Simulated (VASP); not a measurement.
Here is a VASP 6.6.1 calculation.

Contents of INCAR:

```
PREC = Accurate
ENCUT = 520
EDIFF = 1E-7
ISMEAR = -1
SIGMA = 0.1
LREAL = F
LASPH = T
NELM = 60
ALGO = Normal
ISIF = 2
LWAVE = F
LCHARG = T
LELF = T
LVHAR = T
NBANDS = 17
```

KPOINTS

```
regular mesh
0
Gamma
  15 15 8
```

POSCAR

```
Pd
1.0
    2.7348799196      0.0000000000      0.0000000000
   -1.3674399598      2.3684754867      0.0000000000
    0.0000000000      0.0000000000      4.5708131814
Pd
2
Direct
    0.3333333333      0.6666666667      0.2500000000
    0.6666666667      0.3333333333      0.7500000000
```

Potentials or basis: VASP PAW LDA potentials, release 64 (Pd).

Launch:

```bash
$ cat potpaw_LDA.64/Pd/POTCAR > POTCAR
$ mpirun -np 1 vasp_std > vasp.out
```

Q: What does it give for the band gap on the k mesh?

A: Zero (band 10 reaches 9.73 eV, above the bottom of band 11 at 8.84 eV).

Q: Estimate the pressure.

A: -7.6 GPa.

Stress tensor (GPa, compression positive):
```
-7.48  0.00  0.00
 0.00 -7.48  0.00
 0.00  0.00 -7.81
```
